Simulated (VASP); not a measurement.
# Gd (Im-3m) in VASP: a series of runs

Gd is run at these levels: PBE; tasks: single point.

Everything below comes from runs of VASP 6.6.1. Logs are shortened: lines on timing, memory, paths and dates and some standing lists are left out, and cuts for length are marked.

## (1) The cell of the first run

The structure is cubic, space group Im-3m (No. 229). The conventional cell has a = 3.109 Å, b = 3.109 Å, c = 3.109 Å, α = 90.00°, β = 90.00°, γ = 90.00°. Gd (site symmetry m-3m) has 14 Gd at 2.69 to 3.11 Å within 3.5 Å.

This isn't the form of Gd at room conditions, which is hcp.

## (2) Single point, PBE, collinear spin, ferromagnetic start (15.02 Å³/atom)

File INCAR:

```
PREC = Accurate
ENCUT = 520
EDIFF = 1E-6
ISMEAR = -1
SIGMA = 0.08
LREAL = False
LASPH = True
NELM = 150
ALGO = Normal
ISIF = 2
LWAVE = False
LCHARG = False
ISPIN = 2
MAGMOM = 7
LORBIT = 11
LMAXMIX = 6
GGA = PE
NBANDS = 19
```

File KPOINTS:

```
regular mesh
0
Gamma
  15 15 15
```

File POSCAR:

```
Gd
1.0
   -1.5543009063      1.5543009063      1.5543009063
    1.5543009063     -1.5543009063      1.5543009063
    1.5543009063      1.5543009063     -1.5543009063
Gd
1
Direct
    0.0000000000      0.0000000000      0.0000000000
```

Potentials or basis: VASP PAW PBE potentials, release 64 (Gd).

The run is started by

```bash
$ cat potpaw_PBE.64/Gd/POTCAR > POTCAR
$ mpirun -np 1 vasp_std > vasp.out
```

OUTCAR:

```text
PREC = Accurate
   ENCUT = 520
   EDIFF = 1E-6
   ISMEAR = -1
   LREAL = False
   LASPH = True
   NELM = 150
   ISIF = 2
   ISPIN = 2
   LORBIT = 11
   GGA = PE

 ion  position               nearest neighbor table
   1  0.000  0.000  0.000-

  LATTYP: Found a body centered cubic cell.
 ALAT       =     3.1086018126

  Lattice vectors:

 A1 = (  -1.5543009063,   1.5543009063,   1.5543009063)
 A2 = (   1.5543009063,  -1.5543009063,   1.5543009063)
 A3 = (   1.5543009063,   1.5543009063,  -1.5543009063)

Analysis of symmetry for initial positions (statically):
=====================================================================
 Subroutine PRICEL returns:
 Original cell was already a primitive cell.

 Routine SETGRP: Setting up the symmetry group for a
 body centered cubic supercell.

 Subroutine GETGRP returns: Found 48 space group operations
 (whereof 48 operations were pure point group operations)
 out of a pool of 48 trial point group operations.

The static configuration has the point symmetry O_h .

Analysis of symmetry for dynamics (positions and initial velocities):
=====================================================================
 Subroutine PRICEL returns:
 Original cell was already a primitive cell.

 Routine SETGRP: Setting up the symmetry group for a
 body centered cubic supercell.

 Subroutine GETGRP returns: Found 48 space group operations
 (whereof 48 operations were pure point group operations)
 out of a pool of 48 trial point group operations.

The dynamic configuration has the point symmetry O_h .

Analysis of structural, dynamic, and magnetic symmetry:
=====================================================================
 Subroutine PRICEL returns:
 Original cell was already a primitive cell.

 Routine SETGRP: Setting up the symmetry group for a
 body centered cubic supercell.

 Subroutine GETGRP returns: Found 48 space group operations
 (whereof 48 operations were pure point group operations)
 out of a pool of 48 trial point group operations.

The overall configuration has the point symmetry O_h .

 Subroutine INISYM returns: Found 48 space group operations
 (whereof 48 operations are pure point group operations),
 and found     1 'primitive' translations

----------------------------------------------------------------------------------------

                                     Primitive cell

  volume of cell :      15.0198

  direct lattice vectors                    reciprocal lattice vectors
    -1.554300906  1.554300906  1.554300906     0.000000000  0.321688032  0.321688032
     1.554300906 -1.554300906  1.554300906     0.321688032  0.000000000  0.321688032
     1.554300906  1.554300906 -1.554300906     0.321688032  0.321688032  0.000000000

  length of vectors
     2.692128140  2.692128140  2.692128140     0.454935578  0.454935578  0.454935578

  position of ions in fractional coordinates (direct lattice)
     0.000000000  0.000000000  0.000000000

  ion indices of the primitive-cell ions
   primitive index   ion index
                 1           1

----------------------------------------------------------------------------------------

 KPOINTS: regular mesh

Automatic generation of k-mesh.
 Grid dimensions read from file:
 generate k-points for:   15   15   15

 Generating k-lattice:

  Cartesian coordinates                     Fractional coordinates (reciprocal lattice)
     0.000000000  0.021445869  0.021445869     0.066666667  0.000000000  0.000000000
     0.021445869  0.000000000  0.021445869     0.000000000  0.066666667  0.000000000
     0.021445869  0.021445869  0.000000000     0.000000000  0.000000000  0.066666667

  Length of vectors
     0.030329039  0.030329039  0.030329039

  Shift w.r.t. Gamma in fractional coordinates (k-lattice)
     0.000000000  0.000000000  0.000000000

 Subroutine IBZKPT returns following result:
 ===========================================

 Found    120 irreducible k-points:

 Following reciprocal coordinates:
            Coordinates               Weight
  0.000000  0.000000  0.000000      1.000000
  0.066667  0.000000  0.000000     12.000000
  0.133333  0.000000  0.000000     12.000000
  0.200000  0.000000  0.000000     12.000000
  0.266667  0.000000  0.000000     12.000000
  0.333333  0.000000  0.000000     12.000000
[... 16 lines left out ...]
  0.333333  0.200000  0.000000     48.000000
  0.400000  0.200000  0.000000     24.000000
 [... further k-points ...]
   k-points           NKPTS =    120   k-points in BZ     NKDIM =    120   number of bands    NBANDS=     19
   number of dos      NEDOS =    301   number of ions     NIONS =      1
   total plane-waves  NPLWV =   8000
   dimension x,y,z NGX =    20 NGY =   20 NGZ =   20
   dimension x,y,z NGXF=    40 NGYF=   40 NGZF=   40
   ions per type =               1
   NGX,Y,Z   is equivalent  to a cutoff of  12.35, 12.35, 12.35 a.u.
   NGXF,Y,Z  is equivalent  to a cutoff of  24.70, 24.70, 24.70 a.u.
 SYSTEM =  unknown system
   PREC   = accura    normal or accurate (medium, high low for compatibility)
   ISTART =      0    job   : 0-new  1-cont  2-samecut
   ICHARG =      2    charge: 1-file 2-atom 10-const
   ISPIN  =      2    spin polarized calculation?
   LNONCOLLINEAR =      F non collinear calculations
   LSORBIT =      F    spin-orbit coupling
   LASPH  =      T    aspherical Exc in radial PAW
   ENCUT  =  520.0 eV  38.22 Ry    6.18 a.u.   5.01  5.01  5.01*2*pi/ulx,y,z
   NELM   =    150;   NELMIN=  2; NELMDL= -5     # of ELM steps
   EDIFF  = 0.1E-05   stopping-criterion for ELM
   LREAL  =      F    real-space projection
   EDIFFG = 0.1E-04   stopping-criterion for IOM
   NSW    =      0    number of steps for IOM
   IBRION =     -1    ionic relax: 0-MD 1-quasi-New 2-CG
   NFREE  =      0    steps in history (QN), initial steepest desc. (CG)
   ISIF   =      2    stress and relaxation
   ISYM   =      2    0-nonsym 1-usesym 2-fastsym
   POTIM  = 0.5000    time-step for ionic-motion
   TEBEG  =    0.0;   TEEND  =   0.0 temperature during run
   PSTRESS=    0.0 pullay stress
   NELECT =      18.0000    total number of electrons
   NUPDOWN=      -1.0000    fix difference up-down
   EMIN   =  10.00;   EMAX   =-10.00  energy-range for DOS
   EFERMI =   0.00;   METHOD = LEGACY
   ISMEAR =    -1;   SIGMA  =   0.08  broadening in eV -4-tet -1-fermi 0-gaus
   EFERMI_NEDOS =   21; number of points for ismear=-14 and -15
   IALGO  =     38    algorithm
   IMIX   =      4    mixing-type and parameters
     AMIX     =   0.40;   BMIX     =  1.00
     AMIX_MAG =   1.60;   BMIX_MAG =  1.00
  volume/ion in A,a.u.               =      15.02       101.36
  Fermi-wavevector in a.u.,A,eV,Ry     =   1.738911  3.286064 41.141430  3.023810
  Thomas-Fermi vector in A             =   2.811852
   LORBIT       =     11    0 simple, 1 ext, 2 COOP (PROOUT), +10 PAW based schemes
   GGA     = PE    functional components
   LHFCALC =     F    Hartree Fock is set to
   AEXX    =    0.0000 exact exchange contribution
   IVDW    =     0    specifies the selected vdW correction
   LEPSILON=     F    determine dielectric tensor
   LRPA    =     F    only Hartree local field effects (RPA)
 spin polarized calculation
  energy-cutoff  :      520.00
  volume of cell :       15.02
 maximum number of plane-waves:       420
   NGX =  9   NGY =  9   NGZ =  9

 number of electron      18.0000000 magnetization       6.8514186

 Free energy of the ion-electron system (eV)
  ---------------------------------------------------
  ext. energy  EPLUGINS =         0.00000000
  ---------------------------------------------------
  free energy    TOTEN  =        -8.63120450 eV

  energy without entropy =       -8.59934901  energy(sigma->0) =       -8.61527676

 E-fermi :   7.7161     XC(G=0): -14.1998

 val. band max:        7.7140535505   @ k =  -0.4000  -0.4667   0.0667
 cond. band min:       7.7294692344   @ k =   0.2000   0.0667   0.0000
 fundamental gap:      0.0154156839
 Fermi energy:         7.7160990109

 spin component 1

 k-point     1 :       0.0000    0.0000    0.0000
  band No.  band energies     occupation
      1     -37.5541      1.00000
      2     -11.5695      1.00000
      3     -11.5695      1.00000
      4     -11.5695      1.00000
      5       3.7403      1.00000
      6       3.7403      1.00000
[... 11 lines left out ...]
     18      23.0294      0.00000
     19      23.0294      0.00000

 k-point     2 :       0.0667    0.0000    0.0000
  band No.  band energies     occupation
      1     -37.5031      1.00000
      2     -11.8964      1.00000
      3     -11.6589      1.00000
      4     -11.5777      1.00000
      5       3.7345      1.00000
      6       3.7483      1.00000
[... 11 lines left out ...]
     18      23.3404      0.00000
     19      23.4818      0.00000

 k-point     3 :       0.1333    0.0000    0.0000
  band No.  band energies     occupation
      1     -37.3562      1.00000
      2     -12.7560      1.00000
      3     -11.9039      1.00000
      4     -11.6009      1.00000
      5       3.7194      1.00000
      6       3.7706      1.00000
[... 11 lines left out ...]
     18      24.1854      0.00000
     19      24.7610      0.00000

 k-point     4 :       0.2000    0.0000    0.0000
  band No.  band energies     occupation
      1     -37.1320      1.00000
      2     -13.8959      1.00000
      3     -12.2465      1.00000
      4     -11.6360      1.00000
      5       3.6974      1.00000
      6       3.8005      1.00000
[... 407 lines left out ...]
     18      25.4806      0.00000
     19      28.5865      0.00000

 k-point    23 :       0.3333    0.2000    0.0000
  band No.  band energies     occupation
      1     -36.1641      1.00000
      2     -16.6934      1.00000
      3     -14.3436      1.00000
      4     -12.2977      1.00000
      5       3.9217      1.00000
      6       3.9545      1.00000
[... 11 lines left out ...]
     18      25.5639      0.00000
     19      27.8251      0.00000

 k-point    24 :       0.4000    0.2000    0.0000
  band No.  band energies     occupation
      1     -36.1105      1.00000
      2     -16.8001      1.00000
      3     -14.4856      1.00000
      4     -12.3161      1.00000
      5       3.9286      1.00000
      6       3.9651      1.00000
[... 11 lines left out ...]
     18      24.8297      0.00000
     19      26.8593      0.00000

 [... further k-points ...]

 spin component 2

 k-point     1 :       0.0000    0.0000    0.0000
  band No.  band energies     occupation
      1     -34.7502      1.00000
      2      -9.1787      1.00000
      3      -9.1787      1.00000
      4      -9.1787      1.00000
      5       5.2368      1.00000
      6       8.3192      0.00053
[... 11 lines left out ...]
     18      24.2573      0.00000
     19      24.2573      0.00000

 k-point     2 :       0.0667    0.0000    0.0000
  band No.  band energies     occupation
      1     -34.6925      1.00000
      2      -9.5557      1.00000
      3      -9.2797      1.00000
      4      -9.1891      1.00000
      5       5.6411      1.00000
      6       8.2059      0.00219
[... 11 lines left out ...]
     18      24.5484      0.00000
     19      24.6818      0.00000

 k-point     3 :       0.1333    0.0000    0.0000
  band No.  band energies     occupation
      1     -34.5260      1.00000
      2     -10.5331      1.00000
      3      -9.5555      1.00000
      4      -9.2189      1.00000
      5       6.4787      1.00000
      6       8.0333      0.01862
[... 11 lines left out ...]
     18      25.3597      0.00000
     19      25.8936      0.00000

 k-point     4 :       0.2000    0.0000    0.0000
  band No.  band energies     occupation
      1     -34.2702      1.00000
      2     -11.8078      1.00000
      3      -9.9376      1.00000
      4      -9.2641      1.00000
      5       6.5100      1.00000
      6       7.9344      0.06132
[... 407 lines left out ...]
     18      26.7914      0.00000
     19      29.8140      0.00000

 k-point    23 :       0.3333    0.2000    0.0000
  band No.  band energies     occupation
      1     -33.1433      1.00000
      2     -14.9066      1.00000
      3     -12.3202      1.00000
      4     -10.0208      1.00000
      5       6.1176      1.00000
      6       7.8906      0.10148
[... 11 lines left out ...]
     18      26.9813      0.00000
     19      29.5928      0.00000

 k-point    24 :       0.4000    0.2000    0.0000
  band No.  band energies     occupation
      1     -33.0797      1.00000
      2     -15.0287      1.00000
      3     -12.4753      1.00000
      4     -10.0428      1.00000
      5       6.0372      1.00000
      6       7.9949      0.02975
[... 11 lines left out ...]
     18      26.3900      0.00000
     19      28.6453      0.00000

 [... further k-points ...]

------------------------ aborting loop because EDIFF is reached ----------------------------------------

  FORCE on cell =-STRESS in cart. coord.  units (eV):
  Direction    XX          YY          ZZ          XY          YZ          ZX
  --------------------------------------------------------------------------------------
  -------------------------------------------------------------------------------------
  Total        8.5722316      8.5722316      8.5722316      0.0000000     -0.0000000      0.0000000
  in kB      914.4062559    914.4062559    914.4062559      0.0000000     -0.0000000      0.0000000
  external PRESSURE =     914.4062559 kB  Pullay stress =       0.0000000 kB

 VOLUME and BASIS-vectors are now :
 -----------------------------------------------------------------------------
  energy-cutoff  :      520.00
  volume of cell :       15.02
      direct lattice vectors                 reciprocal lattice vectors
    -1.554300906  1.554300906  1.554300906     0.000000000  0.321688032  0.321688032
     1.554300906 -1.554300906  1.554300906     0.321688032  0.000000000  0.321688032
     1.554300906  1.554300906 -1.554300906     0.321688032  0.321688032  0.000000000

 POSITION                                       TOTAL-FORCE (eV/Angst)
 -----------------------------------------------------------------------------------
      0.00000      0.00000      0.00000         0.000000      0.000000      0.000000
 -----------------------------------------------------------------------------------
    total drift:                               -0.000000     -0.000000      0.000000

  FREE ENERGIE OF THE ION-ELECTRON SYSTEM (eV)
  ---------------------------------------------------
  free  energy   TOTEN  =        -8.6312045009 eV

  energy  without entropy=       -8.5993490107  energy(sigma->0) =       -8.61527676

 total charge

# of ion       s       p       d       f       tot
--------------------------------------------------
    1        2.099   5.503   1.336   7.112  16.050

 magnetization (x)

# of ion       s       p       d       f       tot
--------------------------------------------------
    1        0.023  -0.047   0.105   6.532   6.613
```

Run time: 2.7 min. Hardware: 1 thread of Oxide Virtual Turin-like, shared host; peak memory 0.15 GiB.

Results:

```
Free energy                                           : -8.6312 eV
Pressure                                              : 91.4 GPa
Net moment                                            : 6.85 μB per cell
Site moments                                          : Gd +6.61 μB
Valence electrons inside the program's atomic spheres : Gd 16.05
```

Levels at points of the mesh, in eV from the Fermi level:
Spin up:
| k point | band 10 | band 11 | band 12 | band 13 | band 14 | band 15 |
| --- | --- | --- | --- | --- | --- | --- |
| (0.00, 0.00, 0.00) | -3.07 | -3.07 | -2.82 | 2.07 | 2.07 | 2.07 |
Spin down:
```tsv
k point	band 4	band 5	band 6	band 7	band 8	band 9
(0.00, 0.00, 0.00)	-16.89	-2.48	0.60	0.60	0.60	2.19
```

Caveat: the cell stands under pressure; spin-orbit coupling is left out, which moves the levels of the heavy elements; semilocal functionals describe open f shells poorly, which spoils levels, moments and volumes.

## (3) Single point, PBE, collinear spin, ferromagnetic start (15.02 Å³/atom)

File INCAR:

```
SYSTEM = Gd
PREC     = Accurate       ! precision mode
ENCUT    = 520            ! plane-wave cutoff, eV
EDIFF    = 1E-7           ! SCF threshold, eV
ISMEAR   = -1             ! smearing method
SIGMA    = 0.08           ! smearing width, eV
LREAL    = .FALSE.        ! projectors in reciprocal space
LASPH    = .TRUE.         ! aspherical terms in the spheres
NELM     = 150            ! most SCF steps
ALGO     = Normal         ! electronic algorithm
ISIF     = 2              ! what is computed and relaxed
LWAVE    = .FALSE.        ! write WAVECAR
LCHARG   = .FALSE.        ! write CHGCAR
ISPIN    = 2              ! spin polarisation
MAGMOM   = 7              ! initial moments
LORBIT   = 11             ! projections on sites
LMAXMIX  = 6              ! l up to which the mixer works
GGA      = PE             ! functional
NBANDS   = 19             ! bands
```

File KPOINTS:

```
regular mesh
0
G
  15 15 15
  0 0 0
```

POSCAR is that of step 2.

Potentials or basis: VASP PAW PBE potentials, release 64 (Gd).

The run is started by

```bash
$ cat potpaw_PBE.64/Gd/POTCAR > POTCAR
$ mpirun -np 1 vasp_std > vasp.out
```

Wall time 3.2 min (1 thread of Oxide Virtual Turin-like, shared host); peak memory 0.15 GiB.

Results (log left out):

| Quantity | Value |
| --- | --- |
| Free energy | -8.6312 eV |
| Pressure | 91.5 GPa |
| Net moment | 6.85 μB per cell |
| Site moments | Gd +6.61 μB |
| Valence electrons inside the program's atomic spheres | Gd 16.05 |

Levels at points of the mesh, in eV from the Fermi level:
Spin up:
| k point | band 8 | band 9 | band 10 | band 11 | band 12 | band 13 | band 14 | band 15 | band 16 | band 17 |
| --- | --- | --- | --- | --- | --- | --- | --- | --- | --- | --- |
| (0.00, 0.00, 0.00) | -3.60 | -3.07 | -3.07 | -3.07 | -2.82 | 2.07 | 2.07 | 2.07 | 6.56 | 6.56 |
Spin down:
| k point | band 3 | band 4 | band 5 | band 6 | band 7 | band 8 | band 9 | band 10 |
| --- | --- | --- | --- | --- | --- | --- | --- | --- |
| (0.00, 0.00, 0.00) | -16.89 | -16.89 | -2.48 | 0.60 | 0.60 | 0.60 | 2.19 | 2.19 |

Caveat: the cell stands under pressure; spin-orbit coupling is left out, which moves the levels of the heavy elements; semilocal functionals describe open f shells poorly, which spoils levels, moments and volumes. The state reached can hang on the start; a lower one may exist.

[end of part 1 of 2]
